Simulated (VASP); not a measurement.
Wanted: the native input for a VASP 6.6.1 run.

| Item | Value |
| --- | --- |
| Task | single point |
| Functional | PBE |
| Dispersion | D3(BJ) |
| Potentials or basis | VASP PAW PBE potentials, release 64 (C_h, O_h, H_h) |
| Cutoff | 1000 eV |
| k mesh | 1 × 1 × 1 |
| Occupations | gaussian, width 0.005 eV |
| Spin | no spin polarisation |
| Dipole correction | no |
| Further INCAR settings | ALGO = Normal; EDIFF = 1e-06; NBANDS = 20; ISYM = 0; NELMDL = -8 |

The structure of C2OH6 lies in POSCAR:

```
H6C2O
1.0
   14.3988977857      0.0000000000      0.0000000000
    0.0000000000     14.5000000000      0.0000000000
    0.0000000000      0.0000000000     15.0000000000
C O H
2 1 6
Direct
    0.4427699946      0.5215821809      0.5161257124
    0.5320780527      0.4766199003      0.4837838132
    0.6137977326      0.5244402418      0.5124260334
    0.3818152964      0.4844897481      0.4903694685
    0.4388303129      0.5935987687      0.4938731802
    0.4386108495      0.5206048305      0.5893656692
    0.5346059051      0.4036176659      0.5048517183
    0.5353536118      0.4775213284      0.4106160982
    0.6136012222      0.5252518338      0.5771202881
```

These files were run (other wordings do the same):

INCAR

```
PREC = Accurate
ENCUT = 1000
EDIFF = 1E-6
ISMEAR = 0
SIGMA = 0.005
LREAL = F
LASPH = T
NELM = 120
ALGO = Normal
ISIF = 2
LWAVE = F
LCHARG = F
GGA = PE
IVDW = 12
ISYM = 0
NBANDS = 20
GGA_COMPAT = F
NELMDL = -8
```

KPOINTS

```
regular mesh
0
Gamma
  1 1 1
```

Potentials or basis: VASP PAW PBE potentials, release 64 (C_h, O_h, H_h).

Command:

```bash
$ cat potpaw_PBE.64/C_h/POTCAR potpaw_PBE.64/O_h/POTCAR potpaw_PBE.64/H_h/POTCAR > POTCAR
$ mpirun -np 1 vasp_gam > vasp.out
```

It gave:

```json
{"Largest force": "0.015 eV/Å", "Gap between the frontier levels": "5.55 eV", "Dispersion energy per atom": "-0.013 eV"}
```

It took 7.6 min on 1 thread of AMD EPYC 9R45 96-Core Processor (Zen 5), with other jobs on the host, peak memory 4.8 GiB.
